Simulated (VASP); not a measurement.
Crystal: K2S.

```
S K
1.0
     0.00000    3.70276    3.70276
     3.70276    0.00000    3.70276
     3.70276    3.70276    0.00000
S K
1 2
Cartesian
  0.0000 0.0000 0.0000
  1.8514 1.8514 1.8514
  5.5541 5.5541 5.5541
```

Base run:

```yaml
Program: VASP 6.6.1
Functional: PBE
Potentials_or_basis: VASP PAW PBE potentials, release 64 (S, K_sv)
Cutoff: 500 eV
k_mesh: 4 × 4 × 4
Occupations: gaussian, width 0.01 eV
Spin: no spin polarisation
```

Its results: band gap on the k mesh 2.38 eV, indirect (least direct gap 2.57 eV); pressure 0.5 GPa.

Problem. The run is repeated on the same cell with these changes: functional from PBE to LDA; potentials or basis from VASP PAW PBE potentials, release 64 (S, K_sv) to VASP PAW LDA potentials, release 64 (S, K_sv). What comes out?

Solution. Band gap on the k mesh 2.11 eV, indirect (least direct gap 2.32 eV); pressure -1.7 GPa.

A k mesh can miss the band edges.
